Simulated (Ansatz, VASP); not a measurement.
# LiH: VASP beside Ansatz

```
Li H
1.0
     0.00000    2.09560    1.97019
     2.09560    0.00000    1.97019
     2.09560    2.09560    0.00000
Li H
1 1
Direct
  0.00000 0.00000 0.00000
  0.50000 0.50000 0.50000
```

Change from the starting cell: epitaxial_xy strain +4.9%.

Alike in both runs: task single point; functional HSE06; k mesh 8 × 8 × 8; no spin polarisation.

|  | VASP | Ansatz |
| --- | --- | --- |
| version | VASP 6.6.1 | Ansatz 0.2.0 |
| potentials or method | VASP PAW PBE potentials, release 64 (Li_sv, H) | plane waves, PAW |
| plane-wave cutoff (eV) | 520 | 420 |
| occupations | gaussian, width 0.01 eV | fixed |
| valence electrons in the cell | 4 | 4 |

|  | VASP | Ansatz | Ansatz less VASP |
| --- | --- | --- | --- |
| gap on the k mesh at the Fermi level (eV) | 3.42 | 3.42 | +0.002 |

Ansatz's warnings: stress exchange threshold loose, stress scf threshold loose.

Noted on VASP's run: the cutoff is under 1.25 times that of the potentials, so the pressure is a little rough.
